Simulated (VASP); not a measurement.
# SiNi (Pmmn) in VASP: relaxation of cell and atoms with PBE

Aim: the relaxation of cell and atoms of SiNi with PBE.

Program: VASP 6.6.1. These are calculated values, not measurements. Logs are shortened: lines on timing, memory, paths and dates and some standing lists are left out, and cuts for length are marked.

### 1 The cell of the first run

It takes space group Pmmn (No. 59, orthorhombic). The conventional cell has a = 3.043 Å, b = 3.270 Å, c = 4.713 Å, α = 90.00°, β = 90.00°, γ = 90.00°. Within 3.1 Å of Si (site symmetry mm2) lie 6 Ni at 2.35 to 2.40 Å and 6 Si at 2.68 to 3.04 Å. Within 3.1 Å of Ni (site symmetry mm2) lie 6 Si at 2.35 to 2.40 Å and 6 Ni at 2.68 to 3.04 Å.

### 2 Relaxation of cell and atoms, PBE, target pressure 8 GPa, at which the enthalpy is minimised

File INCAR:

```
SYSTEM = SiNi
PREC     = Accurate       ! precision mode
ENCUT    = 600            ! plane-wave cutoff, eV
EDIFF    = 1E-7           ! SCF threshold, eV
ISMEAR   = -1             ! smearing method
SIGMA    = 0.15           ! smearing width, eV
LREAL    = .FALSE.        ! projectors in reciprocal space
LASPH    = .TRUE.         ! aspherical terms in the spheres
NELM     = 120            ! most SCF steps
ALGO     = Normal         ! electronic algorithm
ISIF     = 3              ! what is computed and relaxed
LWAVE    = .FALSE.        ! write WAVECAR
LCHARG   = .FALSE.        ! write CHGCAR
GGA      = PE             ! functional
IBRION   = 2              ! ionic algorithm
NSW      = 80             ! ionic steps
EDIFFG   = -0.001         ! ionic threshold
PSTRESS  = 80.0         
GGA_COMPAT= .FALSE.      
NELMIN   = 4
```

File KPOINTS:

```
regular mesh
0
G
  14 12 10
  0 0 0
```

File POSCAR:

```
SiNi
1.0
    3.0430483130      0.0000000000      0.0000000000
    0.0000000000      3.2699282349      0.0000000000
    0.0000000000      0.0000000000      4.7133880989
Si Ni
2 2
Direct
    0.5000000000      0.5000000000      0.8431724074
    0.0000000000      0.0000000000      0.1568275926
    0.5000000000      0.5000000000      0.3421081925
    0.0000000000      0.0000000000      0.6578918075
```

Potentials or basis: VASP PAW PBE potentials, release 64 (Si, Ni).

Launch:

```console
> cat potpaw_PBE.64/Si/POTCAR potpaw_PBE.64/Ni/POTCAR > POTCAR
> mpirun -np 1 vasp_std > vasp.out
```

OUTCAR:

```text
SYSTEM = SiNi
   PREC = Accurate
   ENCUT = 600
   EDIFF = 1E-7
   ISMEAR = -1
   LREAL = .FALSE.
   LASPH = .TRUE.
   NELM = 120
   ISIF = 3
   GGA = PE
   IBRION = 2
   NSW = 80
   EDIFFG = -0.001
   PSTRESS = 80.0
   NELMIN = 4

 ion  position               nearest neighbor table
   1  0.500  0.500  0.843-   3 2.35   3 2.36   4 2.40   4 2.40   4 2.40   4 2.40   2 2.68   2 2.68
                             2 2.68   2 2.68
   2  0.000  0.000  0.157-   4 2.35   4 2.36   3 2.40   3 2.40   3 2.40   3 2.40   1 2.68   1 2.68
                             1 2.68   1 2.68
   3  0.500  0.500  0.342-   1 2.35   1 2.36   2 2.40   2 2.40   2 2.40   2 2.40   4 2.68   4 2.68
                             4 2.68   4 2.68
   4  0.000  0.000  0.658-   2 2.35   2 2.36   1 2.40   1 2.40   1 2.40   1 2.40   3 2.68   3 2.68
                             3 2.68   3 2.68

  LATTYP: Found a simple orthorhombic cell.
 ALAT       =     3.0430483130
 B/A-ratio  =     1.0745567926
 C/A-ratio  =     1.5489034725

  Lattice vectors:

 A1 = (   3.0430483130,   0.0000000000,   0.0000000000)
 A2 = (   0.0000000000,   3.2699282349,   0.0000000000)
 A3 = (   0.0000000000,   0.0000000000,   4.7133880989)

Analysis of symmetry for initial positions (statically):
=====================================================================
 Subroutine PRICEL returns:
 Original cell was already a primitive cell.

 Routine SETGRP: Setting up the symmetry group for a
 simple orthorhombic supercell.

 Subroutine GETGRP returns: Found  8 space group operations
 (whereof  4 operations were pure point group operations)
 out of a pool of  8 trial point group operations.

The static configuration has the point symmetry C_2v.
 The point group associated with its full space group is D_2h.

Analysis of symmetry for dynamics (positions and initial velocities):
=====================================================================
 Subroutine PRICEL returns:
 Original cell was already a primitive cell.

 Routine SETGRP: Setting up the symmetry group for a
 simple orthorhombic supercell.

 Subroutine GETGRP returns: Found  8 space group operations
 (whereof  4 operations were pure point group operations)
 out of a pool of  8 trial point group operations.

The dynamic configuration has the point symmetry C_2v.
 The point group associated with its full space group is D_2h.

 Subroutine INISYM returns: Found  8 space group operations
 (whereof  4 operations are pure point group operations),
 and found     1 'primitive' translations

----------------------------------------------------------------------------------------

                                     Primitive cell

  volume of cell :      46.9008

  direct lattice vectors                    reciprocal lattice vectors
     3.043048313  0.000000000  0.000000000     0.328617852  0.000000000  0.000000000
     0.000000000  3.269928235  0.000000000     0.000000000  0.305817109  0.000000000
     0.000000000  0.000000000  4.713388099     0.000000000  0.000000000  0.212161608

  length of vectors
     3.043048313  3.269928235  4.713388099     0.328617852  0.305817109  0.212161608

  position of ions in fractional coordinates (direct lattice)
     0.500000000  0.500000000  0.843172407
     0.000000000  0.000000000  0.156827593
     0.500000000  0.500000000  0.342108192
     0.000000000  0.000000000  0.657891808

  ion indices of the primitive-cell ions
   primitive index   ion index
                 1           1
                 2           2
                 3           3
                 4           4

----------------------------------------------------------------------------------------

 KPOINTS: regular mesh

Automatic generation of k-mesh.
 Grid dimensions read from file:
 generate k-points for:   14   12   10

 Generating k-lattice:

  Cartesian coordinates                     Fractional coordinates (reciprocal lattice)
     0.023472704  0.000000000  0.000000000     0.071428571  0.000000000  0.000000000
     0.000000000  0.025484759  0.000000000     0.000000000  0.083333333  0.000000000
     0.000000000  0.000000000  0.021216161     0.000000000  0.000000000  0.100000000

  Length of vectors
     0.023472704  0.025484759  0.021216161

  Shift w.r.t. Gamma in fractional coordinates (k-lattice)
     0.000000000  0.000000000  0.000000000

 Subroutine IBZKPT returns following result:
 ===========================================

 Found    336 irreducible k-points:

 Following reciprocal coordinates:
            Coordinates               Weight
  0.000000  0.000000  0.000000      1.000000
  0.071429  0.000000  0.000000      2.000000
  0.142857  0.000000  0.000000      2.000000
  0.214286  0.000000  0.000000      2.000000
  0.285714  0.000000  0.000000      2.000000
  0.357143  0.000000  0.000000      2.000000
[... 16 lines left out ...]
  0.428571  0.166667  0.000000      4.000000
  0.500000  0.166667  0.000000      2.000000
 [... further k-points ...]
   k-points           NKPTS =    336   k-points in BZ     NKDIM =    336   number of bands    NBANDS=     18
   number of dos      NEDOS =    301   number of ions     NIONS =      4
   total plane-waves  NPLWV =  26880
   dimension x,y,z NGX =    24 NGY =   28 NGZ =   40
   dimension x,y,z NGXF=    48 NGYF=   56 NGZF=   80
   ions per type =               2   2
   NGX,Y,Z   is equivalent  to a cutoff of  13.11, 14.24, 14.11 a.u.
   NGXF,Y,Z  is equivalent  to a cutoff of  26.22, 28.47, 28.22 a.u.
 SYSTEM =  SiNi
   PREC   = accura    normal or accurate (medium, high low for compatibility)
   ISTART =      0    job   : 0-new  1-cont  2-samecut
   ICHARG =      2    charge: 1-file 2-atom 10-const
   ISPIN  =      1    spin polarized calculation?
   LNONCOLLINEAR =      F non collinear calculations
   LSORBIT =      F    spin-orbit coupling
   LASPH  =      T    aspherical Exc in radial PAW
   ENCUT  =  600.0 eV  44.10 Ry    6.64 a.u.   6.08  6.53  9.41*2*pi/ulx,y,z
   NELM   =    120;   NELMIN=  4; NELMDL= -5     # of ELM steps
   EDIFF  = 0.1E-06   stopping-criterion for ELM
   LREAL  =      F    real-space projection
   EDIFFG = -.1E-02   stopping-criterion for IOM
   NSW    =     80    number of steps for IOM
   IBRION =      2    ionic relax: 0-MD 1-quasi-New 2-CG
   NFREE  =      1    steps in history (QN), initial steepest desc. (CG)
   ISIF   =      3    stress and relaxation
   ISYM   =      2    0-nonsym 1-usesym 2-fastsym
   POTIM  = 0.5000    time-step for ionic-motion
   TEBEG  =    0.0;   TEEND  =   0.0 temperature during run
   PSTRESS=   80.0 pullay stress
   NELECT =      28.0000    total number of electrons
   NUPDOWN=      -1.0000    fix difference up-down
   EMIN   =  10.00;   EMAX   =-10.00  energy-range for DOS
   EFERMI =   0.00;   METHOD = LEGACY
   ISMEAR =    -1;   SIGMA  =   0.15  broadening in eV -4-tet -1-fermi 0-gaus
   EFERMI_NEDOS =   21; number of points for ismear=-14 and -15
   IALGO  =     38    algorithm
   IMIX   =      4    mixing-type and parameters
     AMIX     =   0.40;   BMIX     =  1.00
     AMIX_MAG =   1.60;   BMIX_MAG =  1.00
  volume/ion in A,a.u.               =      11.73        79.13
  Fermi-wavevector in a.u.,A,eV,Ry     =   1.378481  2.604951 25.853921  1.900210
  Thomas-Fermi vector in A             =   2.503538
   LORBIT       =      0    0 simple, 1 ext, 2 COOP (PROOUT), +10 PAW based schemes
   GGA     = PE    functional components
   LHFCALC =     F    Hartree Fock is set to
   AEXX    =    0.0000 exact exchange contribution
   IVDW    =     0    specifies the selected vdW correction
   LEPSILON=     F    determine dielectric tensor
   LRPA    =     F    only Hartree local field effects (RPA)
 conjugate gradient relaxation of ions
 non-spin polarized calculation
  energy-cutoff  :      600.00
  volume of cell :       46.90
 maximum number of plane-waves:      1592
   NGX = 13   NGY = 13   NGZ = 19

--------------------------------------- Ionic step        1  -------------------------------------------

 number of electron      27.9999999 magnetization

 Free energy of the ion-electron system (eV)
  ---------------------------------------------------
  ext. energy  EPLUGINS =         0.00000000
  ---------------------------------------------------
  free energy    TOTEN  =       -23.65423616 eV

  energy without entropy =      -23.56703961  energy(sigma->0) =      -23.61063789

------------------------ aborting loop because EDIFF is reached ----------------------------------------

  FORCE on cell =-STRESS in cart. coord.  units (eV):
  Direction    XX          YY          ZZ          XY          YZ          ZX
  --------------------------------------------------------------------------------------
  -------------------------------------------------------------------------------------
  Total       -0.0178434     -0.0083664      0.0606674      0.0000000      0.0000000      0.0000000
  in kB       -0.6095467     -0.2858033      2.0724575      0.0000000      0.0000000      0.0000000
  external PRESSURE =     -79.6076308 kB  Pullay stress =      80.0000000 kB
[... 99 lines left out ...]
  FREE ENERGIE OF THE ION-ELECTRON SYSTEM (eV)
  ---------------------------------------------------
  free  energy   TOTEN  =       -23.6100234025 eV

  energy  without entropy=      -23.5274217945  energy(sigma->0) =      -23.56872260

  enthalpy is  TOTEN    =       -21.3604900523 eV   P V=        2.2495333502

[... ionic steps 4 to 26 ...]

--------------------------------------- Ionic step       27  -------------------------------------------

 number of electron      28.0000005 magnetization

------------------------ aborting loop because EDIFF is reached ----------------------------------------

  FORCE on cell =-STRESS in cart. coord.  units (eV):
  Direction    XX          YY          ZZ          XY          YZ          ZX
  --------------------------------------------------------------------------------------
  -------------------------------------------------------------------------------------
  Total        2.2289064      2.2341794      2.2264215      0.0000000      0.0000000      0.0000000
  in kB       79.6374569     79.8258602     79.5486757      0.0000000      0.0000000      0.0000000
  external PRESSURE =      -0.3293357 kB  Pullay stress =      80.0000000 kB
[... 65 lines left out ...]
  enthalpy is  TOTEN    =       -21.3659793030 eV   P V=        2.2390207289

--------------------------------------- Ionic step       29  -------------------------------------------

 number of electron      28.0000005 magnetization

 Free energy of the ion-electron system (eV)
  ---------------------------------------------------
  ext. energy  EPLUGINS =         0.00000000
  ---------------------------------------------------
  free energy    TOTEN  =       -23.60496715 eV

  energy without entropy =      -23.52169713  energy(sigma->0) =      -23.56333214

 E-fermi :  11.8067     XC(G=0): -12.6458

 val. band max:       11.8051650259   @ k =   0.4286   0.4167   0.4000
 cond. band min:      11.8082417551   @ k =   0.2857   0.3333   0.0000
 fundamental gap:      0.0030767292
 Fermi energy:        11.8066544874

 k-point     1 :       0.0000    0.0000    0.0000
  band No.  band energies     occupation
      1      -2.3657      2.00000
      2       3.4991      2.00000
      3       5.1229      2.00000
      4       7.5086      2.00000
      5       8.0373      2.00000
      6       8.8336      2.00000
[... 10 lines left out ...]
     17      17.1416      0.00000
     18      17.4135      0.00000
[... 466 lines left out ...]
      2       1.9877      2.00000
      3       6.6867      2.00000
      4       6.6867      2.00000
      5       7.3619      2.00000
      6       7.3619      2.00000
[... 10 lines left out ...]
     17      14.0491      0.00000
     18      14.0491      0.00000

 [... further k-points ...]

------------------------ aborting loop because EDIFF is reached ----------------------------------------

  FORCE on cell =-STRESS in cart. coord.  units (eV):
  Direction    XX          YY          ZZ          XY          YZ          ZX
  --------------------------------------------------------------------------------------
  -------------------------------------------------------------------------------------
  Total        2.2366028      2.2425511      2.2361026      0.0000000      0.0000000      0.0000000
  in kB       79.9147930     80.1273255     79.8969186      0.0000000      0.0000000      0.0000000
  external PRESSURE =      -0.0203210 kB  Pullay stress =      80.0000000 kB
[... 19 lines left out ...]
  FREE ENERGIE OF THE ION-ELECTRON SYSTEM (eV)
  ---------------------------------------------------
  free  energy   TOTEN  =       -23.6049671492 eV

  energy  without entropy=      -23.5216971313  energy(sigma->0) =      -23.56333214

  enthalpy is  TOTEN    =       -21.3659795849 eV   P V=        2.2389875644

 reached required accuracy - stopping structural energy minimisation
```

Wall time 23 min (1 thread of Intel Xeon 6975P-C (Granite Rapids), shared host); peak memory 0.46 GiB.

What came out:

* Free energy: -23.6050 eV
* Relaxed volume: 11.21 Å³/atom
* Relaxed cell: a = 2.936 Å, b = 3.265 Å, c = 4.678 Å, α = 90.00°, β = 90.00°, γ = 90.00°
* Space group after relaxing (to 0.1 Å): Pmmn (No. 59)
* Energy change on relaxing (the run minimises the enthalpy): +12.3 meV/atom
* Ionic steps: 29
* Pressure after relaxing: 8.0 GPa
* Band gap on the k mesh: zero (bands 14 and 15 overlap by 2.13 eV)

The path:
| step | energy change (eV) | largest force (eV/Å) | pressure (GPa) | volume (Å³) |
| --- | --- | --- | --- | --- |
| 1 | 0.0000 | 0.0069 | 0.04 | 46.90 |
| 2 | 0.2074 | 0.2686 | 18.78 | 43.06 |
| 3 | 0.0442 | 0.1232 | 7.98 | 45.05 |
| 4 | 0.0457 | 0.0399 | 7.98 | 44.95 |
| 5 | 0.0471 | 0.0286 | 7.97 | 44.92 |
| 6 | 0.0477 | 0.0026 | 8.04 | 44.90 |
| 7 | 0.0491 | 0.0500 | 8.15 | 44.87 |
| 8 | 0.0476 | 0.0442 | 7.95 | 44.89 |
| 9 | 0.0435 | 0.0323 | 7.52 | 44.97 |
| 10 | 0.0445 | 0.0330 | 7.65 | 44.95 |
| 11 | 0.0460 | 0.0344 | 7.80 | 44.91 |
| 12 | 0.0490 | 0.0374 | 8.04 | 44.85 |
| 13 | 0.0491 | 0.0292 | 8.01 | 44.85 |
| 14 | 0.0494 | 0.0045 | 8.05 | 44.84 |
| 15 | 0.0495 | 0.0053 | 8.02 | 44.84 |
| 16 | 0.0495 | 0.0056 | 8.03 | 44.84 |
| 17 | 0.0492 | 0.0032 | 8.00 | 44.84 |
| 18 | 0.0490 | 0.0024 | 7.99 | 44.85 |
| 19 | 0.0490 | 0.0021 | 7.99 | 44.85 |
| 20 | 0.0489 | 0.0014 | 7.97 | 44.85 |
| 21 | 0.0490 | 0.0020 | 7.95 | 44.85 |
| 22 | 0.0497 | 0.0011 | 8.04 | 44.83 |
| 23 | 0.0494 | 0.0014 | 8.03 | 44.84 |
| 24 | 0.0493 | 0.0014 | 8.01 | 44.84 |
| 25 | 0.0492 | 0.0013 | 8.01 | 44.84 |
| 26 | 0.0491 | 0.0017 | 7.99 | 44.84 |
| 27 | 0.0492 | 0.0014 | 7.97 | 44.84 |
| 28 | 0.0492 | 0.0013 | 7.99 | 44.84 |
| 29 | 0.0493 | 0.0008 | 8.00 | 44.84 |

Final structure:
```
CELL_PARAMETERS angstrom
2.93572 0.00000 0.00000
0.00000 3.26494 0.00000
0.00000 0.00000 4.67824
ATOMIC_POSITIONS crystal
Si 0.50000 0.50000 0.84418
Si 0.00000 0.00000 0.15582
Ni 0.50000 0.50000 0.34361
Ni 0.00000 0.00000 0.65639
```

Caveat: the cell is relaxed towards a set pressure, so the run minimises the enthalpy, not the energy. Spin polarisation is off, so any magnetic state and its effect on volume and gap are missing.
